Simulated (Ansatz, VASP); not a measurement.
**Two plane-wave programs on LaGa2**

```
CELL_PARAMETERS angstrom
4.48631 0.00000 0.00000
-2.24316 3.88526 0.00000
0.00000 0.00000 4.58601
ATOMIC_POSITIONS crystal
La 0.00000 0.00000 0.00000
Ga 0.33333 0.66667 0.50000
Ga 0.66667 0.33333 0.50000
```

Alike in both runs: task single point; functional LDA; k mesh 8 × 8 × 7; occupations fermi-dirac, width 0.3 eV; no spin polarisation.

|  | VASP | Ansatz |
| --- | --- | --- |
| version | VASP 6.6.1 | Ansatz 0.2.0 |
| potentials or method | VASP PAW LDA potentials, release 64 (La, Ga_d), cutoff 520 eV | plane waves, PAW |
| valence electrons in the cell | 37 | 37 |

|  | VASP | Ansatz | Ansatz less VASP |
| --- | --- | --- | --- |
| pressure (GPa) | -8.8 | -8.8 | -0.03 |
| traceless stress, the component that is largest in VASP (GPa) | 1.24 | 1.28 | +0.035 |

LDA's correlation is that of Perdew and Zunger in VASP and of Perdew and Wang (1992) in Ansatz.

Spin-orbit coupling is off throughout.
